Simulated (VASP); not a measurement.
Wanted: the native input for a VASP 6.6.1 run.

```yaml
Task: single point
Functional: PBE
Potentials_or_basis: VASP PAW PBE potentials, release 64 (Al, Ga_d)
Cutoff: 520 eV
k_mesh: 6 × 6 × 1
Occupations: gaussian, width 0.1 eV
Spin: no spin polarisation
Dipole_correction: no
Further_INCAR_settings: ALGO = Normal; EDIFF = 1e-07; NBANDS = 38
```

The structure of AlGa2 lies in POSCAR:

```
AlGa2
1.0
    2.8704078700      0.0000000000      0.0000000000
   -1.4352039300      2.4858461300      0.0000000000
    0.0000000000      0.0000000000     19.7028820300
Al Ga
2 4
Direct
    0.0000000000      0.0000000000      0.0000000000
    0.0000000000      0.0000000000      0.5000000000
    0.3333333300      0.6666666700      0.9363430100
    0.3333333300      0.6666666700      0.5636569900
    0.6666666700      0.3333333300      0.0636569900
    0.6666666700      0.3333333300      0.4363430100
```

The cell was generated, and may not be a known phase.

The input as run:

INCAR

```
SYSTEM = AlGa2
PREC     = Accurate       ! precision mode
ENCUT    = 520            ! plane-wave cutoff, eV
EDIFF    = 1E-7           ! SCF threshold, eV
ISMEAR   = 0              ! smearing method
SIGMA    = 0.1            ! smearing width, eV
LREAL    = .False.        ! projectors in reciprocal space
LASPH    = .True.         ! aspherical terms in the spheres
NELM     = 80             ! most SCF steps
ALGO     = Normal         ! electronic algorithm
ISIF     = 2              ! what is computed and relaxed
LWAVE    = .False.        ! write WAVECAR
LCHARG   = .False.        ! write CHGCAR
GGA      = PE             ! functional
NBANDS   = 38             ! bands
```

KPOINTS

```
regular mesh
0
Gamma
  6 6 1
  0 0 0
```

Potentials or basis: VASP PAW PBE potentials, release 64 (Al, Ga_d).

Command:

```bash
$ cat potpaw_PBE.64/Al/POTCAR potpaw_PBE.64/Ga_d/POTCAR > POTCAR
$ mpirun -np 1 vasp_std > vasp.out
```

Results of the run:

The pressure is 58.2 GPa. The largest force is 9.886 eV/Å. The band gap on the k mesh is zero (bands 29 and 30 overlap by 4.75 eV).

Caveat: the k points lie up to 0.42 Å⁻¹ apart, too coarse for converged energies and pressures of a metal; forces of over 1 eV/Å act on the atoms, so gaps and moduli don't describe the material at rest.

It took 34 s on 1 thread of Intel(R) Xeon(R) 6975P-C (Granite Rapids), on a shared host, peak memory 0.27 GiB.
